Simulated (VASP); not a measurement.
# Rh (Im-3m) in VASP: notebook

Rh is run at these levels: PBEsol; tasks: relaxation of cell and atoms, single point.

All numbers are computed with VASP 6.6.1; they aren't measurements. Logs are shortened: lines on timing, memory, paths and dates and some standing lists are left out, and cuts for length are marked.

**1. The cell of the first run**

The structure is cubic, space group Im-3m (No. 229). The conventional cell has a = 2.534 Å, b = 2.534 Å, c = 2.534 Å, α = 90.00°, β = 90.00°, γ = 90.00°. Rh (site symmetry m-3m) has 14 Rh at 2.19 to 2.53 Å within 2.9 Å.

**2. Relaxation of cell and atoms, PBEsol, target pressure 510 GPa, at which the enthalpy is minimised**

INCAR

```
SYSTEM = Rh
ALGO = Normal
EDIFF = 1E-7
EDIFFG = -0.005
ENCUT = 600
GGA = PS
IBRION = 2
ISIF = 3
ISMEAR = -1
LASPH = .True.
LCHARG = .False.
LREAL = .False.
LWAVE = .False.
NELM = 80
NSW = 60
PREC = Accurate
PSTRESS = 5100.0
SIGMA = 0.1
```

KPOINTS

```
k-points
0
Gamma
  21 21 21
  0 0 0
```

POSCAR

```
Rh
1.0
   -1.2671572294      1.2671572294      1.2671572294
    1.2671572294     -1.2671572294      1.2671572294
    1.2671572294      1.2671572294     -1.2671572294
Rh
1
Direct
    0.0000000000      0.0000000000      0.0000000000
```

Potentials or basis: VASP PAW PBE potentials, release 64 (Rh_pv).

On the command line:

```sh
$ cat potpaw_PBE.64/Rh_pv/POTCAR > POTCAR
$ mpirun -np 1 vasp_std > vasp.out
```

OUTCAR:

```text
SYSTEM = Rh
   EDIFF = 1E-7
   EDIFFG = -0.005
   ENCUT = 600
   GGA = PS
   IBRION = 2
   ISIF = 3
   ISMEAR = -1
   LASPH = .True.
   LREAL = .False.
   NELM = 80
   NSW = 60
   PREC = Accurate
   PSTRESS = 5100.0

 ion  position               nearest neighbor table
   1  0.000  0.000  0.000-

  LATTYP: Found a body centered cubic cell.
 ALAT       =     2.5343144588

  Lattice vectors:

 A1 = (  -1.2671572294,   1.2671572294,   1.2671572294)
 A2 = (   1.2671572294,  -1.2671572294,   1.2671572294)
 A3 = (   1.2671572294,   1.2671572294,  -1.2671572294)

Analysis of symmetry for initial positions (statically):
=====================================================================
 Subroutine PRICEL returns:
 Original cell was already a primitive cell.

 Routine SETGRP: Setting up the symmetry group for a
 body centered cubic supercell.

 Subroutine GETGRP returns: Found 48 space group operations
 (whereof 48 operations were pure point group operations)
 out of a pool of 48 trial point group operations.

The static configuration has the point symmetry O_h .

Analysis of symmetry for dynamics (positions and initial velocities):
=====================================================================
 Subroutine PRICEL returns:
 Original cell was already a primitive cell.

 Routine SETGRP: Setting up the symmetry group for a
 body centered cubic supercell.

 Subroutine GETGRP returns: Found 48 space group operations
 (whereof 48 operations were pure point group operations)
 out of a pool of 48 trial point group operations.

The dynamic configuration has the point symmetry O_h .

 Subroutine INISYM returns: Found 48 space group operations
 (whereof 48 operations are pure point group operations),
 and found     1 'primitive' translations

----------------------------------------------------------------------------------------

                                     Primitive cell

  volume of cell :       8.1386

  direct lattice vectors                    reciprocal lattice vectors
    -1.267157229  1.267157229  1.267157229     0.000000000  0.394584025  0.394584025
     1.267157229 -1.267157229  1.267157229     0.394584025  0.000000000  0.394584025
     1.267157229  1.267157229 -1.267157229     0.394584025  0.394584025  0.000000000

  length of vectors
     2.194780702  2.194780702  2.194780702     0.558026080  0.558026080  0.558026080

  position of ions in fractional coordinates (direct lattice)
[... 89 lines left out ...]
   NUPDOWN=      -1.0000    fix difference up-down
   EMIN   =  10.00;   EMAX   =-10.00  energy-range for DOS
   EFERMI =   0.00;   METHOD = LEGACY
   ISMEAR =    -1;   SIGMA  =   0.10  broadening in eV -4-tet -1-fermi 0-gaus
   EFERMI_NEDOS =   21; number of points for ismear=-14 and -15
   IALGO  =     38    algorithm
   IMIX   =      4    mixing-type and parameters
     AMIX     =   0.40;   BMIX     =  1.00
     AMIX_MAG =   1.60;   BMIX_MAG =  1.00
  volume/ion in A,a.u.               =       8.14        54.92
  Fermi-wavevector in a.u.,A,eV,Ry     =   2.007188  3.793036 54.815209  4.028804
  Thomas-Fermi vector in A             =   3.020981
   LORBIT       =      0    0 simple, 1 ext, 2 COOP (PROOUT), +10 PAW based schemes
   GGA     = PS    functional components
   LHFCALC =     F    Hartree Fock is set to
   AEXX    =    0.0000 exact exchange contribution
   IVDW    =     0    specifies the selected vdW correction
   LEPSILON=     F    determine dielectric tensor
   LRPA    =     F    only Hartree local field effects (RPA)
 conjugate gradient relaxation of ions
 non-spin polarized calculation
  energy-cutoff  :      600.00
  volume of cell :        8.14
 maximum number of plane-waves:       281
 NGX is ok and might be reduce to    18
   NGX =  9   NGY =  9   NGZ =  9

--------------------------------------- Ionic step        1  -------------------------------------------

 number of electron      15.0000005 magnetization

 Free energy of the ion-electron system (eV)
  ---------------------------------------------------
  ext. energy  EPLUGINS =         0.00000000
  ---------------------------------------------------
  free energy    TOTEN  =        -2.07163312 eV

  energy without entropy =       -2.03668558  energy(sigma->0) =       -2.05415935

------------------------ aborting loop because EDIFF is reached ----------------------------------------

  FORCE on cell =-STRESS in cart. coord.  units (eV):
  Direction    XX          YY          ZZ          XY          YZ          ZX
  --------------------------------------------------------------------------------------
  -------------------------------------------------------------------------------------
  Total       26.7774709     26.7774709     26.7774709      0.0000000      0.0000000      0.0000000
  in kB     5271.4322586   5271.4322586   5271.4322586      0.0000000      0.0000000      0.0000000
  external PRESSURE =     171.4322586 kB  Pullay stress =    5100.0000000 kB
[... 98 lines left out ...]
--------------------------------------- Ionic step        4  -------------------------------------------

 number of electron      15.0000006 magnetization

 Free energy of the ion-electron system (eV)
  ---------------------------------------------------
  ext. energy  EPLUGINS =         0.00000000
  ---------------------------------------------------
  free energy    TOTEN  =        -2.27945329 eV

  energy without entropy =       -2.24399039  energy(sigma->0) =       -2.26172184

 E-fermi :  23.6618     XC(G=0): -17.7769

 val. band max:       23.6474751548   @ k =  -0.2381   0.2857   0.0476
 cond. band min:      23.7012816697   @ k =  -0.4286  -0.4762   0.2857
 fundamental gap:      0.0538065149
 Fermi energy:        23.6618219570

 k-point     1 :       0.0000    0.0000    0.0000
  band No.  band energies     occupation
      1     -23.0076      2.00000
      2     -23.0076      2.00000
      3     -23.0076      2.00000
      4      12.2392      2.00000
      5      17.2196      2.00000
      6      17.2196      2.00000
      7      17.2196      2.00000
      8      22.2569      2.00000
      9      22.2569      2.00000
     10      41.2498      0.00000
     11      41.2498      0.00000
[... 309 lines left out ...]
 k-point    24 :       0.1905    0.0952    0.0000
  band No.  band energies     occupation
      1     -25.0012      2.00000
      2     -23.5940      2.00000
      3     -23.1519      2.00000
      4      14.2366      2.00000
      5      15.6048      2.00000
      6      17.5019      2.00000
      7      20.8818      2.00000
      8      22.1147      2.00000
      9      22.9980      1.99739
     10      42.9243      0.00000
     11      43.4936      0.00000

 [... further k-points ...]
[... 5 lines left out ...]
  --------------------------------------------------------------------------------------
  -------------------------------------------------------------------------------------
  Total       26.1094849     26.1094849     26.1094849     -0.0000000      0.0000000     -0.0000000
  in kB     5099.6927580   5099.6927580   5099.6927580     -0.0000000      0.0000000     -0.0000000
  external PRESSURE =      -0.3072420 kB  Pullay stress =    5100.0000000 kB
[... 20 lines left out ...]
  energy  without entropy=       -2.2439903863  energy(sigma->0) =       -2.26172184

  enthalpy is  TOTEN    =        23.8316046080 eV   P V=       26.1110579011

 reached required accuracy - stopping structural energy minimisation
```

CONTCAR:

```text
Rh
   1.00000000000000
    -1.2704813501267160    1.2704813501267160    1.2704813501267160
     1.2704813501267160   -1.2704813501267160    1.2704813501267160
     1.2704813501267160    1.2704813501267160   -1.2704813501267160
  Rh
     1
Direct
     0.0000000000000000    0.0000000000000000    0.0000000000000000

  0.00000000E+00  0.00000000E+00  0.00000000E+00
```

It took 54 s on 1 thread of Intel Xeon 6975P-C, shared host; peak memory 0.16 GiB.

What came out:

- Free energy: -2.2795 eV
- Relaxed volume: 8.20 Å³/atom
- Relaxed cell: a = 2.201 Å, b = 2.201 Å, c = 2.201 Å, α = 109.47°, β = 109.47°, γ = 109.47°
- Space group after relaxing (to 0.05 Å): Im-3m (No. 229)
- Energy change on relaxing (the enthalpy is what falls): -207.8 meV/atom
- Ionic steps: 4
- Pressure after relaxing: 510.0 GPa

Step by step:
```csv
step,energy change (eV),largest force (eV/Å),pressure (GPa),volume (Å³)
1,0.0000,0.0000,527.14,8.14
2,-2.7066,0.0000,303.99,9.21
3,-0.2228,0.0000,508.75,8.21
4,-0.2078,0.0000,509.97,8.20
```

Final structure:
```yaml
crystal:
  lattice:
    - [-1.27048, 1.27048, 1.27048]
    - [1.27048, -1.27048, 1.27048]
    - [1.27048, 1.27048, -1.27048]
  atoms:
    - { symbol: Rh, position: [0.00000, 0.00000, 0.00000] }
```

Caveat: the cell is relaxed towards a set pressure, so the enthalpy falls and the energy may rise; the PAW data sets were made with another functional, which shifts forces and pressure a little.

(Continued in part 2 of 3.)
